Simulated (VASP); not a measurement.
# Tm3F (I4/mmm) in VASP: notebook

Tm3F is run at these levels: PBE; tasks: single point.

Everything below comes from runs of VASP 6.6.1. Logs are shortened: lines on timing, memory, paths and dates and some standing lists are left out, and cuts for length are marked.

### 1 The cell of the first run

The structure is tetragonal, space group I4/mmm (No. 139). Conventional cell: a = 4.230 Å, b = 4.230 Å, c = 11.706 Å, α = 90.00°, β = 90.00°, γ = 90.00°. Tm (site symmetry -4m2) has 8 Tm at 2.99 to 3.61 Å and 4 F at 3.61 Å within 3.9 Å. Tm (site symmetry 4/mmm) has 4 F at 2.99 Å and 8 Tm at 3.61 Å within 3.9 Å. F (site symmetry 4/mmm) has 12 Tm at 2.99 to 3.61 Å within 3.9 Å.

The cell was generated, and may not be a known phase.

### 2 Single point, PBE

Contents of INCAR:

```
  PREC = Accurate
  ENCUT = 600
  EDIFF = 1E-6
  ISMEAR = 0
  SIGMA = 0.1
  LREAL = F
  LASPH = T
  NELM = 200
  ALGO = Normal
  ISIF = 2
  LWAVE = F
  LCHARG = T
  GGA = PE
  LELF = T
  LVHAR = T
  NBANDS = 25
  GGA_COMPAT = F
  LMAXMIX = 6
```

Contents of KPOINTS:

```
Automatic mesh
0
Gamma
  16 16 16
```

Contents of POSCAR:

```
Tm3F
1.0
   -2.1152164868      2.1152164868      5.8530655488
    2.1152164868     -2.1152164868      5.8530655488
    2.1152164868      2.1152164868     -5.8530655488
Tm F
3 1
Direct
    0.7500000000      0.2500000000      0.5000000000
    0.2500000000      0.7500000000      0.5000000000
    0.5000000000      0.5000000000      0.0000000000
    0.0000000000      0.0000000000      0.0000000000
```

Potentials or basis: VASP PAW PBE potentials, release 64 (Tm_3, F), 4f in core.

Launch:

```console
> cat potpaw_PBE.64/Tm_3/POTCAR potpaw_PBE.64/F/POTCAR > POTCAR
> mpirun -np 1 vasp_std > vasp.out
```

OUTCAR:

```text
PREC = Accurate
   ENCUT = 600
   EDIFF = 1E-6
   ISMEAR = 0
   LREAL = F
   LASPH = T
   NELM = 200
   ISIF = 2
   GGA = PE

 ion  position               nearest neighbor table
   1  0.750  0.250  0.500-   2 2.99   2 2.99   2 2.99   2 2.99   3 3.61   3 3.61   3 3.61   3 3.61

   2  0.250  0.750  0.500-   1 2.99   1 2.99   1 2.99   1 2.99   3 3.61   3 3.61   3 3.61   3 3.61

   3  0.500  0.500  0.000-   2 3.61   1 3.61   1 3.61   2 3.61   1 3.61   2 3.61   2 3.61   1 3.61

   4  0.000  0.000  0.000-

  LATTYP: Found a body centered tetragonal cell.
 ALAT       =     4.2304329736
 C/A-ratio  =     2.7671236421

  Lattice vectors:

 A1 = (  -2.1152164868,   2.1152164868,   5.8530655488)
 A2 = (   2.1152164868,  -2.1152164868,   5.8530655488)
 A3 = (   2.1152164868,   2.1152164868,  -5.8530655488)

Analysis of symmetry for initial positions (statically):
=====================================================================
 Subroutine PRICEL returns:
 Original cell was already a primitive cell.

 Routine SETGRP: Setting up the symmetry group for a
 body centered tetragonal supercell.

 Subroutine GETGRP returns: Found 16 space group operations
 (whereof 16 operations were pure point group operations)
 out of a pool of 16 trial point group operations.

The static configuration has the point symmetry D_4h.

Analysis of symmetry for dynamics (positions and initial velocities):
=====================================================================
 Subroutine PRICEL returns:
 Original cell was already a primitive cell.

 Routine SETGRP: Setting up the symmetry group for a
 body centered tetragonal supercell.

 Subroutine GETGRP returns: Found 16 space group operations
 (whereof 16 operations were pure point group operations)
 out of a pool of 16 trial point group operations.

The dynamic configuration has the point symmetry D_4h.

 Subroutine INISYM returns: Found 16 space group operations
 (whereof 16 operations are pure point group operations),
 and found     1 'primitive' translations

----------------------------------------------------------------------------------------

                                     Primitive cell

  volume of cell :     104.7498
[... 88 lines left out ...]
   LNONCOLLINEAR =      F non collinear calculations
   LSORBIT =      F    spin-orbit coupling
   LASPH  =      T    aspherical Exc in radial PAW
   ENCUT  =  600.0 eV  44.10 Ry    6.64 a.u.  13.13 13.13 13.13*2*pi/ulx,y,z
   NELM   =    200;   NELMIN=  2; NELMDL= -5     # of ELM steps
   EDIFF  = 0.1E-05   stopping-criterion for ELM
   LREAL  =      F    real-space projection
   EDIFFG = 0.1E-04   stopping-criterion for IOM
   NSW    =      0    number of steps for IOM
   IBRION =     -1    ionic relax: 0-MD 1-quasi-New 2-CG
   NFREE  =      0    steps in history (QN), initial steepest desc. (CG)
   ISIF   =      2    stress and relaxation
   ISYM   =      2    0-nonsym 1-usesym 2-fastsym
   POTIM  = 0.5000    time-step for ionic-motion
   TEBEG  =    0.0;   TEEND  =   0.0 temperature during run
   PSTRESS=    0.0 pullay stress
   NELECT =      34.0000    total number of electrons
   NUPDOWN=      -1.0000    fix difference up-down
   EMIN   =  10.00;   EMAX   =-10.00  energy-range for DOS
   EFERMI =   0.00;   METHOD = LEGACY
   ISMEAR =     0;   SIGMA  =   0.10  broadening in eV -4-tet -1-fermi 0-gaus
   EFERMI_NEDOS =   21; number of points for ismear=-14 and -15
   IALGO  =     38    algorithm
   IMIX   =      4    mixing-type and parameters
     AMIX     =   0.40;   BMIX     =  1.00
     AMIX_MAG =   1.60;   BMIX_MAG =  1.00
  volume/ion in A,a.u.               =      26.19       176.72
  Fermi-wavevector in a.u.,A,eV,Ry     =   1.125080  2.126093 17.222327  1.265805
  Thomas-Fermi vector in A             =   2.261755
   LORBIT       =      0    0 simple, 1 ext, 2 COOP (PROOUT), +10 PAW based schemes
   GGA     = PE    functional components
   LHFCALC =     F    Hartree Fock is set to
   AEXX    =    0.0000 exact exchange contribution
   IVDW    =     0    specifies the selected vdW correction
   LEPSILON=     F    determine dielectric tensor
   LRPA    =     F    only Hartree local field effects (RPA)
 non-spin polarized calculation
 Gauss-broadening in eV      SIGMA  =   0.10
  energy-cutoff  :      600.00
  volume of cell :      104.75
 maximum number of plane-waves:      3522
 NGX is ok and might be reduce to    54
   NGX = 27   NGY = 27   NGZ = 27

 number of electron      34.0000005 magnetization

 Free energy of the ion-electron system (eV)
  ---------------------------------------------------
  ext. energy  EPLUGINS =         0.00000000
  ---------------------------------------------------
  free energy    TOTEN  =       -16.31199033 eV

  energy without entropy =      -16.28617625  energy(sigma->0) =      -16.29908329

 E-fermi :   2.7055     XC(G=0):  -9.5936

 val. band max:        2.7054434150   @ k =  -0.1250   0.4375   0.1250
 cond. band min:       2.7066991134   @ k =  -0.2500  -0.3750   0.1875
 fundamental gap:      0.0012556984
 Fermi energy:         2.7055264854

 k-point     1 :       0.0000    0.0000    0.0000
  band No.  band energies     occupation
      1     -23.9362      2.00000
      2     -23.9362      2.00000
      3     -23.7143      2.00000
      4     -23.1696      2.00000
      5     -23.1696      2.00000
      6     -22.7649      2.00000
[... 661 lines left out ...]
     24       4.9121      0.00000
     25       5.7490      0.00000

 [... further k-points ...]

------------------------ aborting loop because EDIFF is reached ----------------------------------------

  FORCE on cell =-STRESS in cart. coord.  units (eV):
  Direction    XX          YY          ZZ          XY          YZ          ZX
  --------------------------------------------------------------------------------------
  -------------------------------------------------------------------------------------
  Total        0.1691821      0.1691821      0.2582081      0.0000000      0.0000000     -0.0000000
  in kB        2.5876887      2.5876887      3.9493668      0.0000000      0.0000000     -0.0000000
  external PRESSURE =       3.0415814 kB  Pullay stress =       0.0000000 kB

 VOLUME and BASIS-vectors are now :
 -----------------------------------------------------------------------------
  energy-cutoff  :      600.00
  volume of cell :      104.75
      direct lattice vectors                 reciprocal lattice vectors
    -2.115216487  2.115216487  5.853065549     0.000000000  0.236382424  0.085425320
     2.115216487 -2.115216487  5.853065549     0.236382424  0.000000000  0.085425320
     2.115216487  2.115216487 -5.853065549     0.236382424  0.236382424  0.000000000

 POSITION                                       TOTAL-FORCE (eV/Angst)
 -----------------------------------------------------------------------------------
     -0.00000      2.11522      2.92653         0.000000     -0.000000     -0.000000
      2.11522     -0.00000      2.92653        -0.000000      0.000000      0.000000
      0.00000      0.00000      5.85307         0.000000     -0.000000      0.000000
      0.00000      0.00000      0.00000         0.000000     -0.000000      0.000000
 -----------------------------------------------------------------------------------
    total drift:                                0.000000      0.000000      0.000000

  FREE ENERGIE OF THE ION-ELECTRON SYSTEM (eV)
  ---------------------------------------------------
  free  energy   TOTEN  =       -16.3119903349 eV

  energy  without entropy=      -16.2861762513  energy(sigma->0) =      -16.29908329
```

OSZICAR:

```text
N       E                     dE             d eps       ncg     rms          rms(c)
DAV:   1     0.250638477911E+03    0.25064E+03   -0.15087E+04 17474   0.142E+03
DAV:   2     0.279729963768E+02   -0.22267E+03   -0.21498E+03 17546   0.478E+02
DAV:   3    -0.143838822803E+02   -0.42357E+02   -0.39307E+02 31258   0.108E+02
DAV:   4    -0.179601742045E+02   -0.35763E+01   -0.34984E+01 29214   0.275E+01
DAV:   5    -0.180022535689E+02   -0.42079E-01   -0.41814E-01 28652   0.393E+00    0.247E+01
DAV:   6    -0.164192101815E+02    0.15830E+01   -0.59178E+00 24635   0.140E+01    0.150E+01
DAV:   7    -0.163671382813E+02    0.52072E-01   -0.11702E+00 26964   0.672E+00    0.706E+00
DAV:   8    -0.163212999938E+02    0.45838E-01   -0.29484E-01 27739   0.360E+00    0.149E+00
DAV:   9    -0.163121259812E+02    0.91740E-02   -0.53214E-02 26324   0.140E+00    0.326E-01
DAV:  10    -0.163120221793E+02    0.10380E-03   -0.42398E-03 25562   0.432E-01    0.117E-01
DAV:  11    -0.163119948503E+02    0.27329E-04   -0.53756E-04 27612   0.150E-01    0.243E-02
DAV:  12    -0.163119932275E+02    0.16228E-05   -0.35648E-05 26374   0.455E-02    0.107E-02
DAV:  13    -0.163119905877E+02    0.26398E-05   -0.55210E-06 21396   0.151E-02    0.459E-03
DAV:  14    -0.163119903349E+02    0.25273E-06   -0.14506E-06 16908   0.961E-03
   1 F= -.16311990E+02 E0= -.16299083E+02  d E =-.258141E-01
```

stdout:

```text
POSCAR found type information on POSCAR TmF
 POSCAR found :  2 types and       4 ions
 scaLAPACK will be used
 LDA part: xc-table for (Slater+PW92), standard interpolation
 POSCAR, INCAR and KPOINTS ok, starting setup
 FFT: planning ... GRIDC
 FFT: planning ... GRID_SOFT
 FFT: planning ... GRID
 WAVECAR not read
 entering main loop
```

It took 40 min on 1 thread of Intel Xeon Platinum 8488C (Sapphire Rapids), shared host; peak memory 1.1 GiB.

What came out:

```yaml
Free_energy: -16.3120 eV
Pressure: 0.3 GPa
Band_gap_on_the_k_mesh: zero (bands 17 and 18 overlap by 0.56 eV)
```

Stress tensor (GPa, compression positive):
```
0.26 0.00 0.00
0.00 0.26 0.00
0.00 0.00 0.39
```

Levels at points of the mesh, in eV from the Fermi level:
```csv
k point,band 15,band 16,band 17,band 18,band 19,band 20
"(0.00, 0.00, 0.00)",-1.89,-1.48,-0.44,0.26,0.99,0.99
"(0.50, 0.00, 0.00)",-1.57,-0.25,0.10,0.47,1.00,1.32
"(0.50, 0.50, 0.00)",-1.65,-0.97,-0.42,0.47,0.71,0.74
"(0.50, 0.50, 0.50)",-2.64,-1.78,-0.39,-0.36,-0.08,-0.08
```

Caveat: spin-orbit coupling is left out, which moves the levels of the heavy elements; the 4f electrons are frozen in the core, so they carry no moment and show no levels; the run has no spin polarisation, though such a crystal can be magnetic.

(Part 1 of 2 ends here.)

The gap in the log of VASP goes by the Fermi energy; the results here count the filled bands.